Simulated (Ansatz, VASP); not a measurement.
# TaN in VASP and in Ansatz

```
Ta N
1.0
     0.00000    2.18784    2.18784
     2.18784    0.00000    2.18784
     2.18784    2.18784    0.00000
Ta N
1 1
Direct
  0.50000 0.50000 0.50000
  0.00000 0.00000 0.00000
```

Alike in both runs: task single point; functional LDA; k mesh 12 × 12 × 12; occupations tetrahedron; no spin polarisation.

|  | VASP | Ansatz |
| --- | --- | --- |
| version | VASP 6.6.1 | Ansatz 0.2.0 |
| potentials or method | VASP PAW LDA potentials, release 64 (Ta_pv, N), cutoff 520 eV | all-electron LAPW, scalar-relativistic |

|  | VASP | Ansatz | Ansatz less VASP |
| --- | --- | --- | --- |
| pressure (GPa) | -4.9 | -6.8 | -1.93 |

LDA's correlation is that of Perdew and Zunger in VASP and of Perdew and Wang (1992) in Ansatz. Ansatz ran all-electron here, and VASP with PAW potentials. Ansatz's warnings: band table not solved further, optics on partly filled bands, tetrahedron derivatives may miss energy slope.

Neither program's run includes spin-orbit coupling.
